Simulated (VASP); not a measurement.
Write the native input for VASP 6.6.1 that does the following.

| Property | Result |
| --- | --- |
| Task | single point |
| Functional | PBE |
| Potentials or basis | VASP PAW PBE potentials, release 64 (Co, O) |
| Cutoff | 520 eV |
| k mesh | 16 × 16 × 16 |
| Occupations | gaussian, width 0.1 eV |
| Spin | collinear spin, ferromagnetic start |
| Starting moments | [2.74, 0.35] μB |
| Dipole correction | no |
| Further INCAR settings | ALGO = Normal; EDIFF = 1e-06; NBANDS = 18 |

The structure of CoO lies in POSCAR:

```
CoO
1.0
    0.0000000000      2.1026989672      2.1026989672
    2.1026989672      0.0000000000      2.1026989672
    2.1026989672      2.1026989672      0.0000000000
Co O
1 1
Direct
    0.0000000000      0.0000000000      0.0000000000
    0.5000000000      0.5000000000      0.5000000000
```

The input as run:

INCAR

```
PREC     = Accurate       # precision mode
ENCUT    = 520            # plane-wave cutoff, eV
EDIFF    = 1E-6           # SCF threshold, eV
ISMEAR   = 0              # smearing method
SIGMA    = 0.1            # smearing width, eV
LREAL    = F              # projectors in reciprocal space
LASPH    = T              # aspherical terms in the spheres
NELM     = 150            # most SCF steps
ALGO     = Normal         # electronic algorithm
ISIF     = 2              # what is computed and relaxed
LWAVE    = F              # write WAVECAR
LCHARG   = F              # write CHGCAR
ISPIN    = 2              # spin polarisation
MAGMOM   = 2.74 0.35      # initial moments
LORBIT   = 11             # projections on sites
LMAXMIX  = 4              # l up to which the mixer works
GGA      = PE             # functional
NBANDS   = 18             # bands
```

KPOINTS

```
regular mesh
0
Gamma
  16 16 16
```

Potentials or basis: VASP PAW PBE potentials, release 64 (Co, O).

Run with:

```sh
$ cat potpaw_PBE.64/Co/POTCAR potpaw_PBE.64/O/POTCAR > POTCAR
$ mpirun -np 1 vasp_std > vasp.out
```

It gave:

| Quantity | Value |
| --- | --- |
| Pressure | 4.3 GPa |
| Net moment | 2.76 μB per cell |
| Site moments | Co +2.46; O +0.26 μB |
| Valence electrons inside the program's atomic spheres | Co 7.87; O 4.99 |

Caveat: the cell stands under pressure; a cell with one magnetic atom can't hold antiferromagnetic order, which such compounds often take.

Wall time 46 s on 1 thread of Intel(R) Xeon(R) Platinum 8559C (Emerald Rapids) (shared host), peak memory 0.2 GiB.
